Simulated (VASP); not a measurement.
# Si2Bi2S (P6/mmm) in VASP: notebook

The runs below take Si2Bi2S through single point, relaxation of cell and atoms, with PBE.

Everything below comes from runs of VASP 6.6.1. Logs are shortened: lines on timing, memory, paths and dates and some standing lists are left out, and cuts for length are marked.

### 1 The cell of the first run

Symmetry: P6/mmm, No. 191, hexagonal system. The conventional cell has a = 4.037 Å, b = 4.037 Å, c = 9.022 Å, α = 90.00°, β = 90.00°, γ = 120.00°. Si (site symmetry 6mm) has 1 S at 1.39 Å and 1 Bi at 1.70 Å within 1.9 Å. Bi (site symmetry 6mm) has 1 Si at 1.70 Å within 2.3 Å. Within 1.9 Å of S (site symmetry 6/mmm) lie 2 Si at 1.39 Å.

The cell was generated, and may not be a known phase.

### 2 Single point, PBE

INCAR

```
ALGO = Normal ; EDIFF = 1E-6
ENCUT = 520 ; GGA = PE
ISIF = 2 ; ISMEAR = 0
LASPH = T ; LCHARG = F
LREAL = F ; LWAVE = F
NBANDS = 30 ; NELM = 100
PREC = Accurate ; SIGMA = 0.1
```

KPOINTS

```
k-points
0
Gamma
  6 6 2
```

POSCAR

```
Si2Bi2S
1.0
    4.0365358300      0.0000000000      0.0000000000
   -2.0182679100      3.4957425700      0.0000000000
    0.0000000000      0.0000000000      9.0215865400
Si Bi S
2 2 1
Direct
    0.0000000000      0.0000000000      0.3458971700
    0.0000000000      0.0000000000      0.6541028300
    0.0000000000      0.0000000000      0.1570642000
    0.0000000000      0.0000000000      0.8429358000
    0.0000000000      0.0000000000      0.5000000000
```

Potentials or basis: VASP PAW PBE potentials, release 64 (Si, Bi_d, S).

Command:

```sh
$ cat potpaw_PBE.64/Si/POTCAR potpaw_PBE.64/Bi_d/POTCAR potpaw_PBE.64/S/POTCAR > POTCAR
$ mpirun -np 1 vasp_std > vasp.out
```

OUTCAR:

```text
EDIFF = 1E-6
   ENCUT = 520
   GGA = PE
   ISIF = 2
   ISMEAR = 0
   LASPH = T
   LREAL = F
   NELM = 100
   PREC = Accurate

 ion  position               nearest neighbor table
   1  0.000  0.000  0.346-   5 1.39   3 1.70   2 2.78
   2  0.000  0.000  0.654-   5 1.39   4 1.70   1 2.78
   3  0.000  0.000  0.157-   1 1.70   4 2.83   5 3.09
   4  0.000  0.000  0.843-   2 1.70   3 2.83   5 3.09
   5  0.000  0.000  0.500-   1 1.39   2 1.39   3 3.09   4 3.09

 -----------------------------------------------------------------------------
|                                                                             |
|           W    W    AA    RRRRR   N    N  II  N    N   GGGG   !!!           |
|           W    W   A  A   R    R  NN   N  II  NN   N  G    G  !!!           |
|           W    W  A    A  R    R  N N  N  II  N N  N  G       !!!           |
|           W WW W  AAAAAA  RRRRR   N  N N  II  N  N N  G  GGG   !            |
|           WW  WW  A    A  R   R   N   NN  II  N   NN  G    G                |
|           W    W  A    A  R    R  N    N  II  N    N   GGGG   !!!           |
|                                                                             |
|     The distance between some ions is very small. Please check the          |
|     nearest-neighbor list in the OUTCAR file.                               |
|     I HOPE YOU KNOW WHAT YOU ARE DOING!                                     |
|                                                                             |
 -----------------------------------------------------------------------------

  LATTYP: Found a hexagonal cell.
 ALAT       =     4.0365358300
 C/A-ratio  =     2.2349824007

  Lattice vectors:

 A1 = (   4.0365358300,   0.0000000000,   0.0000000000)
 A2 = (  -2.0182679100,   3.4957425700,   0.0000000000)
 A3 = (   0.0000000000,   0.0000000000,   9.0215865400)

Analysis of symmetry for initial positions (statically):
=====================================================================
 Subroutine PRICEL returns:
 Original cell was already a primitive cell.

 Routine SETGRP: Setting up the symmetry group for a
 hexagonal supercell.

 Subroutine GETGRP returns: Found 24 space group operations
 (whereof 24 operations were pure point group operations)
 out of a pool of 24 trial point group operations.

The static configuration has the point symmetry D_6h.

Analysis of symmetry for dynamics (positions and initial velocities):
=====================================================================
 Subroutine PRICEL returns:
 Original cell was already a primitive cell.

 Routine SETGRP: Setting up the symmetry group for a
 hexagonal supercell.

 Subroutine GETGRP returns: Found 24 space group operations
 (whereof 24 operations were pure point group operations)
 out of a pool of 24 trial point group operations.

The dynamic configuration has the point symmetry D_6h.

 Subroutine INISYM returns: Found 24 space group operations
 (whereof 24 operations are pure point group operations),
 and found     1 'primitive' translations

----------------------------------------------------------------------------------------

                                     Primitive cell

  volume of cell :     127.3008

  direct lattice vectors                    reciprocal lattice vectors
     4.036535830  0.000000000  0.000000000     0.247737179  0.143031127  0.000000000
    -2.018267910  3.495742570  0.000000000     0.000000000  0.286062254  0.000000000
     0.000000000  0.000000000  9.021586540     0.000000000  0.000000000  0.110845248

  length of vectors
     4.036535830  4.036535826  9.021586540     0.286062254  0.286062254  0.110845248

  position of ions in fractional coordinates (direct lattice)
     0.000000000  0.000000000  0.345897170
     0.000000000  0.000000000  0.654102830
     0.000000000  0.000000000  0.157064200
     0.000000000  0.000000000  0.842935800
     0.000000000  0.000000000  0.500000000

  ion indices of the primitive-cell ions
   primitive index   ion index
                 1           1
                 2           2
                 3           3
                 4           4
                 5           5

----------------------------------------------------------------------------------------

 KPOINTS: k-points

Automatic generation of k-mesh.
 Grid dimensions read from file:
 generate k-points for:    6    6    2

 Generating k-lattice:

  Cartesian coordinates                     Fractional coordinates (reciprocal lattice)
     0.041289530  0.023838521  0.000000000     0.166666667  0.000000000  0.000000000
     0.000000000  0.047677042  0.000000000     0.000000000  0.166666667  0.000000000
     0.000000000  0.000000000  0.055422624     0.000000000  0.000000000  0.500000000

  Length of vectors
     0.047677042  0.047677042  0.055422624

  Shift w.r.t. Gamma in fractional coordinates (k-lattice)
     0.000000000  0.000000000  0.000000000

 Subroutine IBZKPT returns following result:
 ===========================================

 Found     14 irreducible k-points:

 Following reciprocal coordinates:
            Coordinates               Weight
  0.000000  0.000000  0.000000      1.000000
  0.166667  0.000000  0.000000      6.000000
  0.333333  0.000000  0.000000      6.000000
  0.500000 -0.000000  0.000000      3.000000
  0.166667  0.166667  0.000000      6.000000
  0.333333  0.166667  0.000000     12.000000
  0.333333  0.333333  0.000000      2.000000
  0.000000  0.000000  0.500000      1.000000
  0.166667  0.000000  0.500000      6.000000
  0.333333  0.000000  0.500000      6.000000
  0.500000 -0.000000  0.500000      3.000000
  0.166667  0.166667  0.500000      6.000000
  0.333333  0.166667  0.500000     12.000000
  0.333333  0.333333  0.500000      2.000000
   k-points           NKPTS =     14   k-points in BZ     NKDIM =     14   number of bands    NBANDS=     30
   number of dos      NEDOS =    301   number of ions     NIONS =      5
   total plane-waves  NPLWV =  63000
   dimension x,y,z NGX =    30 NGY =   30 NGZ =   70
   dimension x,y,z NGXF=    60 NGYF=   60 NGZF=  140
   ions per type =               2   2   1
   NGX,Y,Z   is equivalent  to a cutoff of  12.36, 12.36, 12.90 a.u.
   NGXF,Y,Z  is equivalent  to a cutoff of  24.71, 24.71, 25.80 a.u.
 SYSTEM =  unknown system
   PREC   = accura    normal or accurate (medium, high low for compatibility)
   ISTART =      0    job   : 0-new  1-cont  2-samecut
   ICHARG =      2    charge: 1-file 2-atom 10-const
   ISPIN  =      1    spin polarized calculation?
   LNONCOLLINEAR =      F non collinear calculations
   LSORBIT =      F    spin-orbit coupling
   LASPH  =      T    aspherical Exc in radial PAW
   ENCUT  =  520.0 eV  38.22 Ry    6.18 a.u.   7.51  7.51 16.77*2*pi/ulx,y,z
   NELM   =    100;   NELMIN=  2; NELMDL= -5     # of ELM steps
   EDIFF  = 0.1E-05   stopping-criterion for ELM
   LREAL  =      F    real-space projection
   EDIFFG = 0.1E-04   stopping-criterion for IOM
   NSW    =      0    number of steps for IOM
   IBRION =     -1    ionic relax: 0-MD 1-quasi-New 2-CG
   NFREE  =      0    steps in history (QN), initial steepest desc. (CG)
   ISIF   =      2    stress and relaxation
   ISYM   =      2    0-nonsym 1-usesym 2-fastsym
   POTIM  = 0.5000    time-step for ionic-motion
   TEBEG  =    0.0;   TEEND  =   0.0 temperature during run
   PSTRESS=    0.0 pullay stress
   NELECT =      44.0000    total number of electrons
   NUPDOWN=      -1.0000    fix difference up-down
   EMIN   =  10.00;   EMAX   =-10.00  energy-range for DOS
   EFERMI =   0.00;   METHOD = LEGACY
   ISMEAR =     0;   SIGMA  =   0.10  broadening in eV -4-tet -1-fermi 0-gaus
   EFERMI_NEDOS =   21; number of points for ismear=-14 and -15
   IALGO  =     38    algorithm
   IMIX   =      4    mixing-type and parameters
     AMIX     =   0.40;   BMIX     =  1.00
     AMIX_MAG =   1.60;   BMIX_MAG =  1.00
  volume/ion in A,a.u.               =      25.46       171.81
  Fermi-wavevector in a.u.,A,eV,Ry     =   1.148899  2.171105 17.959279  1.319970
  Thomas-Fermi vector in A             =   2.285572
   LORBIT       =      0    0 simple, 1 ext, 2 COOP (PROOUT), +10 PAW based schemes
   GGA     = PE    functional components
   LHFCALC =     F    Hartree Fock is set to
   AEXX    =    0.0000 exact exchange contribution
   IVDW    =     0    specifies the selected vdW correction
   LEPSILON=     F    determine dielectric tensor
   LRPA    =     F    only Hartree local field effects (RPA)
 non-spin polarized calculation
 Gauss-broadening in eV      SIGMA  =   0.10
  energy-cutoff  :      520.00
  volume of cell :      127.30
 maximum number of plane-waves:      3449
 NGX is ok and might be reduce to    30
   NGX = 15   NGY = 15   NGZ = 33

 number of electron      43.9999993 magnetization

 Free energy of the ion-electron system (eV)
  ---------------------------------------------------
  ext. energy  EPLUGINS =         0.00000000
  ---------------------------------------------------
  free energy    TOTEN  =        29.55098136 eV

  energy without entropy =       29.56100469  energy(sigma->0) =       29.55599303

 E-fermi :   6.2329     XC(G=0):  -9.0376

 val. band max:        6.1887032008   @ k =   0.3333   0.0000   0.0000
 cond. band min:       6.2803602873   @ k =   0.1667   0.1667   0.5000
 fundamental gap:      0.0916570865
 Fermi energy:         6.2329475979

 k-point     1 :       0.0000    0.0000    0.0000
  band No.  band energies     occupation
      1     -19.0755      2.00000
      2     -18.6465      2.00000
      3     -17.8395      2.00000
      4     -17.8395      2.00000
      5     -17.6973      2.00000
      6     -17.6973      2.00000
[... 22 lines left out ...]
     29      11.0487      0.00000
     30      12.2681      0.00000

 k-point     2 :       0.1667    0.0000    0.0000
  band No.  band energies     occupation
      1     -19.0740      2.00000
      2     -18.6445      2.00000
      3     -17.8433      2.00000
      4     -17.8405      2.00000
      5     -17.7002      2.00000
      6     -17.6981      2.00000
[... 22 lines left out ...]
     29      11.0215      0.00000
     30      12.3064      0.00000

 k-point     3 :       0.3333    0.0000    0.0000
  band No.  band energies     occupation
      1     -19.0709      2.00000
      2     -18.6404      2.00000
      3     -17.8509      2.00000
      4     -17.8424      2.00000
      5     -17.7060      2.00000
      6     -17.6996      2.00000
[... 22 lines left out ...]
     29      11.5850      0.00000
     30      11.9668      0.00000

 k-point     4 :       0.5000   -0.0000    0.0000
  band No.  band energies     occupation
      1     -19.0693      2.00000
      2     -18.6383      2.00000
      3     -17.8547      2.00000
      4     -17.8434      2.00000
      5     -17.7088      2.00000
      6     -17.7003      2.00000
[... 22 lines left out ...]
     29      11.8930      0.00000
     30      12.1574      0.00000

 k-point     5 :       0.1667    0.1667    0.0000
  band No.  band energies     occupation
      1     -19.0716      2.00000
      2     -18.6414      2.00000
      3     -17.8483      2.00000
      4     -17.8426      2.00000
      5     -17.7040      2.00000
      6     -17.6997      2.00000
[... 22 lines left out ...]
     29      11.9996      0.00000
     30      12.1354      0.00000
[... 196 lines left out ...]
     29      12.1833      0.00000
     30      12.8497      0.00000

 k-point    12 :       0.1667    0.1667    0.5000
  band No.  band energies     occupation
      1     -19.0571      2.00000
      2     -18.6583      2.00000
      3     -17.8483      2.00000
      4     -17.8426      2.00000
      5     -17.7041      2.00000
      6     -17.6997      2.00000
[... 22 lines left out ...]
     29      11.9688      0.00000
     30      12.3163      0.00000

 k-point    13 :       0.3333    0.1667    0.5000
  band No.  band energies     occupation
      1     -19.0550      2.00000
      2     -18.6550      2.00000
      3     -17.8527      2.00000
      4     -17.8453      2.00000
      5     -17.7074      2.00000
      6     -17.7018      2.00000
[... 22 lines left out ...]
     29      12.0080      0.00000
     30      12.5498      0.00000

 k-point    14 :       0.3333    0.3333    0.5000
  band No.  band energies     occupation
      1     -19.0543      2.00000
      2     -18.6539      2.00000
      3     -17.8502      2.00000
      4     -17.8502      2.00000
      5     -17.7055      2.00000
      6     -17.7055      2.00000
[... 22 lines left out ...]
     29      12.1527      0.00000
     30      12.1527      0.00000

------------------------ aborting loop because EDIFF is reached ----------------------------------------

  FORCE on cell =-STRESS in cart. coord.  units (eV):
  Direction    XX          YY          ZZ          XY          YZ          ZX
  --------------------------------------------------------------------------------------
  -------------------------------------------------------------------------------------
  Total        0.6601569      0.6601569    336.4053213      0.0000000      0.0000000      0.0000000
  in kB        8.3085761      8.3085760   4233.9162656      0.0000000      0.0000000      0.0000000
  external PRESSURE =    1416.8444726 kB  Pullay stress =       0.0000000 kB

 VOLUME and BASIS-vectors are now :
 -----------------------------------------------------------------------------
  energy-cutoff  :      520.00
  volume of cell :      127.30
      direct lattice vectors                 reciprocal lattice vectors
     4.036535830  0.000000000  0.000000000     0.247737179  0.143031127  0.000000000
    -2.018267910  3.495742570  0.000000000     0.000000000  0.286062254  0.000000000
     0.000000000  0.000000000  9.021586540     0.000000000  0.000000000  0.110845248

 POSITION                                       TOTAL-FORCE (eV/Angst)
 -----------------------------------------------------------------------------------
      0.00000      0.00000      3.12054        -0.000000     -0.000000    -25.154360
      0.00000      0.00000      5.90105         0.000000      0.000000     25.154360
      0.00000      0.00000      1.41697        -0.000000      0.000000    -39.371980
      0.00000      0.00000      7.60462        -0.000000      0.000000     39.371980
      0.00000      0.00000      4.51079        -0.000000      0.000000      0.000000
 -----------------------------------------------------------------------------------
    total drift:                                0.000000      0.000000      0.000000

  FREE ENERGIE OF THE ION-ELECTRON SYSTEM (eV)
  ---------------------------------------------------
  free  energy   TOTEN  =        29.5509813610 eV

  energy  without entropy=       29.5610046915  energy(sigma->0) =       29.55599303
```

Wall time 2 min (1 thread of Intel Xeon 8259CL, shared host); peak memory 0.26 GiB.

What came out:

| Item | Value |
| --- | --- |
| Free energy | 29.5510 eV |
| Pressure | 141.7 GPa |
| Largest force | 39.372 eV/Å |
| Band gap on the k mesh | zero (bands 22 and 23 overlap by 1.21 eV) |

Forces in eV/Å, atoms in the order of the input:
```
Si    0.000   0.000 -25.154
Si    0.000   0.000  25.154
Bi    0.000   0.000 -39.372
Bi    0.000   0.000  39.372
S     0.000   0.000   0.000
```

Levels at points of the mesh, in eV from the Fermi level:
| k point | band 19 | band 20 | band 21 | band 22 | band 23 | band 24 | band 25 | band 26 |
| --- | --- | --- | --- | --- | --- | --- | --- | --- |
| (0.00, 0.00, 0.00) | -1.50 | -0.63 | -0.55 | -0.55 | 0.55 | 2.95 | 2.95 | 3.70 |
| (0.50, 0.00, 0.00) | -4.07 | -2.12 | -1.41 | 0.32 | 0.46 | 1.66 | 2.29 | 2.41 |
| (0.00, 0.00, 0.50) | -1.84 | -1.84 | 0.35 | 0.35 | 1.55 | 1.94 | 1.94 | 2.66 |
| (0.50, 0.00, 0.50) | -2.95 | -2.53 | -0.95 | -0.60 | -0.46 | 1.23 | 1.98 | 3.53 |

Caveat: atoms lie so close that the PAW spheres overlap strongly, which falsifies energies and pressures; the stress differs along the axes, from 1 to 423 GPa; spin-orbit coupling is left out, which moves the levels of the heavy elements; this functional lacks dispersion, which binds layers or chains, so the pressure and a relaxed spacing across them are unreliable; forces of over 1 eV/Å act on the atoms, so gaps and moduli don't describe the material at rest.

(Continued in part 2 of 2.)

The gap in the log of VASP goes by the Fermi energy; the results here count the filled bands.